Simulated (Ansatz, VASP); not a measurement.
# Al: VASP beside Ansatz

```
Al
1.0
     0.00000    2.00737    2.00737
     2.00737    0.00000    2.00737
     2.00737    2.00737    0.00000
Al
1
Direct
  0.00000 0.00000 0.00000
```

Alike in both runs: functional PBEsol; k mesh 20 × 20 × 20; occupations methfessel-paxton of order 1, width 0.1 eV; no spin polarisation.

Ansatz relaxed the structure, and its values are those at the end. VASP's run is a single point on that final structure, the one shown.

```csv
,VASP,Ansatz
version,VASP 6.6.1,Ansatz 0.2.0
potentials or method,"VASP PAW PBE potentials, release 64 (Al)","scalar-relativistic, plane waves, PAW"
plane-wave cutoff (eV),520,420
valence electrons in the cell,3,3
```

|  | VASP | Ansatz | Ansatz less VASP |
| --- | --- | --- | --- |
| gap on the k mesh at the Fermi level (eV) | none | none | - |
| pressure (GPa) | 0.0 | 0.0 | -0.06 |

VASP's potentials were made for PBE, not for PBEsol. A gap of «none» marks a metal or a gap that the smearing closes.
